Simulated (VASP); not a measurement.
# AlAs (F-43m) in VASP: further runs

The runs below take AlAs through density of states, vibrations by perturbation theory, with PBE.

Everything below comes from runs of VASP 6.6.1. Logs are shortened: lines on timing, memory, paths and dates and some standing lists are left out, and cuts for length are marked.

## (1) The cell of the first run

The structure is cubic, space group F-43m (No. 216). The conventional cell has a = 5.728 Å, b = 5.728 Å, c = 5.728 Å, α = 90.00°, β = 90.00°, γ = 90.00°. Within 3.3 Å of Al (site symmetry -43m) lie 4 As at 2.48 Å. As (site symmetry -43m) has 4 Al at 2.48 Å within 3.3 Å.

## (2) Density of states, PBE

Input file POSCAR:

```
AlAs
1.0
    0.0000000000      2.8638066096      2.8638066096
    2.8638066096      0.0000000000      2.8638066096
    2.8638066096      2.8638066096      0.0000000000
Al As
1 1
Direct
    0.0000000000      0.0000000000      0.0000000000
    0.2500000000      0.2500000000      0.2500000000
```

Input file INCAR.step1:

```
SYSTEM = AlAs
ALGO = Normal
EDIFF = 1E-6
ENCUT = 400
GGA = PE
GGA_COMPAT = .False.
ISIF = 2
ISMEAR = 0
LASPH = .True.
LCHARG = .True.
LORBIT = 11
LREAL = .False.
LWAVE = .False.
NBANDS = 11
NEDOS = 2001
NELM = 120
PREC = Accurate
SIGMA = 0.02
```

Input file KPOINTS.step1:

```
k-points
0
Gamma
  8 8 8
  0 0 0
```

Input file INCAR.step2:

```
SYSTEM = AlAs
ALGO = Normal
EDIFF = 1E-6
ENCUT = 400
GGA = PE
GGA_COMPAT = .False.
ICHARG = 11
ISIF = 2
ISMEAR = -5
LASPH = .True.
LCHARG = .False.
LORBIT = 10
LREAL = .False.
LWAVE = .False.
NBANDS = 11
NEDOS = 2001
NELM = 120
PREC = Accurate
SIGMA = 0.02
```

Input file KPOINTS.step2:

```
k-points
0
Gamma
  12 12 12
  0 0 0
```

Potentials or basis: VASP PAW PBE potentials, release 64 (Al, As).

Launch:

```console
$ cat potpaw_PBE.64/Al/POTCAR potpaw_PBE.64/As/POTCAR > POTCAR
$ cp INCAR.step1 INCAR
$ cp KPOINTS.step1 KPOINTS
$ mpirun -np 1 vasp_std > vasp.out
$ cp INCAR.step2 INCAR
$ cp KPOINTS.step2 KPOINTS
$ mpirun -np 1 vasp_std > vasp.out
```

OUTCAR:

```text
SYSTEM = AlAs
   EDIFF = 1E-6
   ENCUT = 400
   GGA = PE
   ICHARG = 11
   ISIF = 2
   ISMEAR = -5
   LASPH = .True.
   LORBIT = 10
   LREAL = .False.
   NELM = 120
   PREC = Accurate

 ion  position               nearest neighbor table
   1  0.000  0.000  0.000-   2 2.48   2 2.48   2 2.48   2 2.48
   2  0.250  0.250  0.250-   1 2.48   1 2.48   1 2.48   1 2.48

  LATTYP: Found a face centered cubic cell.
 ALAT       =     5.7276132192

  Lattice vectors:

 A1 = (   0.0000000000,   2.8638066096,   2.8638066096)
 A2 = (   2.8638066096,   0.0000000000,   2.8638066096)
 A3 = (   2.8638066096,   2.8638066096,   0.0000000000)

Analysis of symmetry for initial positions (statically):
=====================================================================
 Subroutine PRICEL returns:
 Original cell was already a primitive cell.

 Routine SETGRP: Setting up the symmetry group for a
 face centered cubic supercell.

 Subroutine GETGRP returns: Found 24 space group operations
 (whereof 24 operations were pure point group operations)
 out of a pool of 48 trial point group operations.

The static configuration has the point symmetry T_d .

Analysis of symmetry for dynamics (positions and initial velocities):
=====================================================================
 Subroutine PRICEL returns:
 Original cell was already a primitive cell.

 Routine SETGRP: Setting up the symmetry group for a
 face centered cubic supercell.

 Subroutine GETGRP returns: Found 24 space group operations
 (whereof 24 operations were pure point group operations)
 out of a pool of 48 trial point group operations.

The dynamic configuration has the point symmetry T_d .

 Subroutine INISYM returns: Found 24 space group operations
 (whereof 24 operations are pure point group operations),
 and found     1 'primitive' translations

----------------------------------------------------------------------------------------

                                     Primitive cell

  volume of cell :      46.9744

  direct lattice vectors                    reciprocal lattice vectors
     0.000000000  2.863806610  2.863806610    -0.174592795  0.174592795  0.174592795
     2.863806610  0.000000000  2.863806610     0.174592795 -0.174592795  0.174592795
     2.863806610  2.863806610  0.000000000     0.174592795  0.174592795 -0.174592795

  length of vectors
     4.050034147  4.050034147  4.050034147     0.302403591  0.302403591  0.302403591

  position of ions in fractional coordinates (direct lattice)
     0.000000000  0.000000000  0.000000000
     0.250000000  0.250000000  0.250000000

  ion indices of the primitive-cell ions
   primitive index   ion index
[... 89 lines left out ...]
   EMIN   =  10.00;   EMAX   =-10.00  energy-range for DOS
   EFERMI =   0.00;   METHOD = LEGACY
   ISMEAR =    -5;   SIGMA  =   0.02  broadening in eV -4-tet -1-fermi 0-gaus
   EFERMI_NEDOS =   21; number of points for ismear=-14 and -15
   IALGO  =     38    algorithm
   IMIX   =      4    mixing-type and parameters
     AMIX     =   0.40;   BMIX     =  1.00
     AMIX_MAG =   1.60;   BMIX_MAG =  1.00
  volume/ion in A,a.u.               =      23.49       158.50
  Fermi-wavevector in a.u.,A,eV,Ry     =   0.907440  1.714813 11.203676  0.823447
  Thomas-Fermi vector in A             =   2.031247
   LORBIT       =     10    0 simple, 1 ext, 2 COOP (PROOUT), +10 PAW based schemes
   GGA     = PE    functional components
   LHFCALC =     F    Hartree Fock is set to
   AEXX    =    0.0000 exact exchange contribution
   IVDW    =     0    specifies the selected vdW correction
   LEPSILON=     F    determine dielectric tensor
   LRPA    =     F    only Hartree local field effects (RPA)
 non-spin polarized calculation
 Fermi weights with tetrahedron method with Bloechl corrections
  energy-cutoff  :      400.00
  volume of cell :       46.97
 maximum number of plane-waves:       881

 number of electron       8.0000000 magnetization

 Free energy of the ion-electron system (eV)
  ---------------------------------------------------
  ext. energy  EPLUGINS =         0.00000000
  ---------------------------------------------------
  free energy    TOTEN  =        -9.38852911 eV

  energy without entropy =       -9.38852911  energy(sigma->0) =       -9.38852911

 E-fermi :   3.6001     XC(G=0):  -8.9051

 val. band max:        3.5959024612   @ k =   0.0000   0.0000   0.0000
 cond. band min:       5.0894555868   @ k =   0.5000   0.5000   0.0000
 fundamental gap:      1.4935531255
 Fermi energy:         3.6001018077

 k-point     1 :       0.0000    0.0000    0.0000
  band No.  band energies     occupation
      1      -8.0762      2.00000
      2       3.5959      2.00000
      3       3.5959      2.00000
      4       3.5959      2.00000
      5       5.3792      0.00000
      6       7.8221      0.00000
      7       7.8221      0.00000
      8       7.8221      0.00000
      9      12.2788      0.00000
     10      12.5386      0.00000
     11      12.5386      0.00000
[... 309 lines left out ...]
 k-point    24 :      -0.4167    0.1667    0.0000
  band No.  band energies     occupation
      1      -6.5959      2.00000
      2      -1.6075      2.00000
      3       1.3736      2.00000
      4       2.5173      2.00000
      5       6.5849      0.00000
      6       8.2863      0.00000
      7       9.1113      0.00000
      8      11.5739      0.00000
      9      12.8241      0.00000
     10      13.2710      0.00000
     11      14.7237      0.00000

 [... further k-points ...]
[... 5 lines left out ...]
  --------------------------------------------------------------------------------------
  -------------------------------------------------------------------------------------
  Total        0.0412977      0.0412977      0.0412977      0.0000000      0.0000000      0.0000000
  in kB        1.4085588      1.4085588      1.4085588      0.0000000      0.0000000      0.0000000
  external PRESSURE =       1.4085588 kB  Pullay stress =       0.0000000 kB

 VOLUME and BASIS-vectors are now :
 -----------------------------------------------------------------------------
  energy-cutoff  :      400.00
  volume of cell :       46.97
      direct lattice vectors                 reciprocal lattice vectors
     0.000000000  2.863806610  2.863806610    -0.174592795  0.174592795  0.174592795
     2.863806610  0.000000000  2.863806610     0.174592795 -0.174592795  0.174592795
     2.863806610  2.863806610  0.000000000     0.174592795  0.174592795 -0.174592795

 POSITION                                       TOTAL-FORCE (eV/Angst)
 -----------------------------------------------------------------------------------
      0.00000      0.00000      0.00000         0.000000      0.000000      0.000000
      1.43190      1.43190      1.43190        -0.000000     -0.000000     -0.000000
 -----------------------------------------------------------------------------------
    total drift:                                0.000000      0.000000      0.000000

  FREE ENERGIE OF THE ION-ELECTRON SYSTEM (eV)
  ---------------------------------------------------
  free  energy   TOTEN  =        -9.3885291117 eV

  energy  without entropy=       -9.3885291117  energy(sigma->0) =       -9.38852911

 total charge

# of ion       s       p       d       tot
------------------------------------------
    1        0.404   0.357   0.000   0.761
    2        1.195   1.658   0.023   2.876
--------------------------------------------------
tot          1.598   2.015   0.023   3.636
```

OUTCAR.step1:

```text
SYSTEM = AlAs
   EDIFF = 1E-6
   ENCUT = 400
   GGA = PE
   ISIF = 2
   ISMEAR = 0
   LASPH = .True.
   LORBIT = 11
   LREAL = .False.
   NELM = 120
[... 559 lines left out ...]
    total drift:                                0.000000      0.000000      0.000000

  FREE ENERGIE OF THE ION-ELECTRON SYSTEM (eV)
  ---------------------------------------------------
  free  energy   TOTEN  =        -9.3874743190 eV

  energy  without entropy=       -9.3874743190  energy(sigma->0) =       -9.38747432

 total charge

# of ion       s       p       d       tot
------------------------------------------
    1        0.404   0.357   0.000   0.760
    2        1.194   1.659   0.023   2.876
--------------------------------------------------
tot          1.598   2.016   0.023   3.637
```

It took 22 s on 1 thread of Intel Xeon 6975P-C, shared host; peak memory 0.16 GiB.

Results:

```yaml
Valence_electrons_inside_the_program's_atomic_spheres: Al 0.76; As 2.88
```

## (3) Vibrations by perturbation theory, PBE

This run uses another cell than the first one, of 16.46 Å³/atom, 0.701 times its volume.

Input file INCAR:

```
ALGO = Normal ; EDIFF = 1E-8
ENCUT = 500 ; GGA = PE
GGA_COMPAT = F ; IBRION = 8
ISIF = 2 ; ISMEAR = 0
LASPH = T ; LCHARG = F
LEPSILON = T ; LREAL = F
LWAVE = F ; NBANDS = 11
NELM = 120 ; NSW = 1
PREC = Accurate ; SIGMA = 0.01
```

Input file KPOINTS:

```
k-points
0
Gamma
  10 10 10
```

Input file POSCAR:

```
AlAs
1.0
    0.0000000000      2.5438666731      2.5438666731
    2.5438666731      0.0000000000      2.5438666731
    2.5438666731      2.5438666731      0.0000000000
Al As
1 1
Direct
    0.0000000000      0.0000000000      0.0000000000
    0.7500000000      0.7500000000      0.7500000000
```

Potentials or basis: VASP PAW PBE potentials, release 64 (Al, As).

Launch:

```console
$ cat potpaw_PBE.64/Al/POTCAR potpaw_PBE.64/As/POTCAR > POTCAR
$ mpirun -np 1 vasp_std > vasp.out
```

OUTCAR:

```text
EDIFF = 1E-8
   ENCUT = 500
   GGA = PE
   IBRION = 8
   ISIF = 2
   ISMEAR = 0
   LASPH = T
   LEPSILON = T
   LREAL = F
   NELM = 120
   NSW = 1
   PREC = Accurate

 ion  position               nearest neighbor table
   1  0.000  0.000  0.000-   2 2.20   2 2.20   2 2.20   2 2.20
   2  0.750  0.750  0.750-   1 2.20   1 2.20   1 2.20   1 2.20

  LATTYP: Found a face centered cubic cell.
 ALAT       =     5.0877333462

[... 663 lines left out ...]
      0.000000  0.000000  0.000000     0.000000    0.857476    0.000000
      3.815800  3.815800  3.815800     0.000000   -0.514524    0.000000
[... 21 lines left out ...]
   6 f/i=    0.000640 THz     0.004020 2PiTHz    0.021340 cm-1     0.002646 meV
             X         Y         Z           dx          dy          dz
      0.000000  0.000000  0.000000     0.000000    0.000000   -0.514524
      3.815800  3.815800  3.815800     0.000000    0.000000   -0.857476

--------------------------------------------------------------------------------------------------------

 MACROSCOPIC STATIC DIELECTRIC TENSOR IONIC CONTRIBUTION
 ------------------------------------------------------
           1.058957    -0.000000    -0.000000
          -0.000000     1.058957    -0.000000
          -0.000000    -0.000000     1.058957
 ------------------------------------------------------

 ELASTIC MODULI CONTR FROM IONIC RELAXATION (kBar)
 Direction    XX          YY          ZZ          XY          YZ          ZX
 --------------------------------------------------------------------------------
 XX          -0.0000     -0.0000     -0.0000     -0.0000      0.0000      0.0000
 YY          -0.0000     -0.0000     -0.0000     -0.0000     -0.0000      0.0000
 ZZ          -0.0000     -0.0000     -0.0000      0.0000     -0.0000      0.0000
 XY          -0.0000     -0.0000      0.0000  -1650.3984      0.0000      0.0000
 YZ           0.0000     -0.0000     -0.0000      0.0000  -1650.3984      0.0000
 ZX           0.0000      0.0000      0.0000      0.0000      0.0000  -1650.3984
 --------------------------------------------------------------------------------

 PIEZOELECTRIC TENSOR IONIC CONTR  for field in x, y, z        (C/m^2)
          XX          YY          ZZ          XY          YZ          ZX
  --------------------------------------------------------------------------------
  x     0.00000    -0.00000    -0.00000     0.00000    -1.24396    -0.00000
  y     0.00000     0.00000     0.00000     0.00000     0.00000    -1.24396
  z    -0.00000    -0.00000    -0.00000    -1.24396     0.00000     0.00000
```

Run time: 5.5 min. Hardware: 1 thread of Intel Xeon Platinum 8488C (Sapphire Rapids), shared host; peak memory 0.29 GiB.

Results:

```yaml
Electronic_dielectric_tensor_diagonal: 8.94
Born_charges_mean_of_the_diagonal: Al +1.93; As -1.93 e
Highest_phonon_frequency_at_Γ_LO-TO_splitting_left_out: 515 cm⁻¹
```

Phonon frequencies in cm⁻¹ (negative: imaginary):
| q point | frequencies |
| --- | --- |
| (0.000, 0.000, 0.000) | 0 0 0 515 515 515 |

Electronic dielectric tensor:
```
8.94 0.00 0.00
0.00 8.94 0.00
0.00 0.00 8.94
```

Born effective charge tensors (e):
atom 1, Al
```
1.93 0.00 0.00
0.00 1.93 0.00
0.00 0.00 1.93
```
atom 2, As
```
-1.93  0.00  0.00
 0.00 -1.93  0.00
 0.00  0.00 -1.93
```

Caveat: the cell wasn't relaxed at this level first, which shifts response properties.

## (4) Density of states, PBE

Input file POSCAR:

```
AlAs
1.0
    0.0000000000      2.8638066098      2.8638066098
    2.8638066098      0.0000000000      2.8638066098
    2.8638066098      2.8638066098      0.0000000000
Al As
1 1
Direct
    0.0000000000      0.0000000000      0.0000000000
    0.2500000000      0.2500000000      0.2500000000
```

INCAR.step1 is that of step 2.

KPOINTS.step1 is that of step 2.

INCAR.step2 is that of step 2.

KPOINTS.step2 is that of step 2.

Launch:

```console
$ cat potpaw_PBE.64/Al/POTCAR potpaw_PBE.64/As/POTCAR > POTCAR
$ cp INCAR.step1 INCAR
$ cp KPOINTS.step1 KPOINTS
$ mpirun -np 1 vasp_std > vasp.out
$ cp INCAR.step2 INCAR
$ cp KPOINTS.step2 KPOINTS
$ mpirun -np 1 vasp_std > vasp.out
```

Wall time 11 s (1 thread of Intel Xeon 6975P-C (Granite Rapids), shared host); peak memory 0.16 GiB.

Results (log left out):

* Valence electrons inside the program's atomic spheres: Al 0.76; As 2.88

Levels at points of the mesh, in eV from the valence-band top:
```
           k point  band 2  band 3  band 4  band 5  band 6  band 7
(0.00, 0.00, 0.00)    0.00    0.00    0.00    1.78    4.23    4.23
(0.50, 0.00, 0.00)   -5.42   -0.80   -0.80    2.01    4.65    4.65
(0.50, 0.50, 0.00)   -5.31   -2.10   -2.10    1.49    2.29   10.06
```
